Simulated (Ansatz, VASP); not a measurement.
Two plane-wave programs on BN

File INCAR:

```
PREC = Accurate ; ENCUT = 520
EDIFF = 1E-7 ; ISMEAR = 0
SIGMA = 0.05 ; LREAL = False
LASPH = True ; NELM = 100
ALGO = Normal ; ISIF = 2
LWAVE = False ; LCHARG = False
NBANDS = 16
```

Contents of KPOINTS:

```
regular mesh
0
Gamma
  12 12 4
```

POSCAR

```
BN
1.0
    2.3901375143      0.0000000000      0.0000000000
   -1.1950687571      2.0699198059      0.0000000000
    0.0000000000      0.0000000000      6.8706892985
B N
2 2
Direct
    0.3333333333      0.6666666667      0.2500000000
    0.6666666667      0.3333333333      0.7500000000
    0.3333333333      0.6666666667      0.7500000000
    0.6666666667      0.3333333333      0.2500000000
```

Input for Ansatz:

```yaml
crystal:
  lattice:
    - [2.3901375143, 0.0, 0.0]
    - [-1.1950687571, 2.0699198059, 0.0]
    - [0.0, 0.0, 6.8706892985]
  atoms:
    - { symbol: B, position: [0.3333333333, 0.6666666667, 0.25] }
    - { symbol: B, position: [0.6666666667, 0.3333333333, 0.75] }
    - { symbol: "N", position: [0.3333333333, 0.6666666667, 0.75] }
    - { symbol: "N", position: [0.6666666667, 0.3333333333, 0.25] }
basis:
  ecutwfc: 520.0
kpoints:
  mp_grid: { grid: [12, 12, 4] }
hamiltonian:
  xc: lda
  pseudopotentials: { kind: paw, azcp: { folder: soft_1 } }
scf:
  occupations: { method: gaussian, width: 0.05 }
output:
  forces: true
  stress: true
  eigenvalues: true
```

Alike in both runs: task single point; functional LDA; k mesh 12 × 12 × 4; occupations gaussian, width 0.05 eV; no spin polarisation.

```csv
,VASP,Ansatz
version,VASP 6.6.1,Ansatz 0.2.0
potentials or method,"VASP PAW LDA potentials, release 64 (B, N), cutoff 520 eV","scalar-relativistic, plane waves, PAW"
valence electrons in the cell,16,16
```

VASP gave:

```
gap on the k mesh at the Fermi level (eV) : 4.34
least direct gap on the mesh (eV)         : 4.85
```

Question: Which values does Ansatz return?

Answer: gap on the k mesh at the Fermi level (eV): 4.35; least direct gap on the mesh (eV): 4.85.

Ansatz warns that its potentials were made for another functional, while VASP's fit it. LDA's correlation is that of Perdew and Zunger in VASP and of Perdew and Wang (1992) in Ansatz.
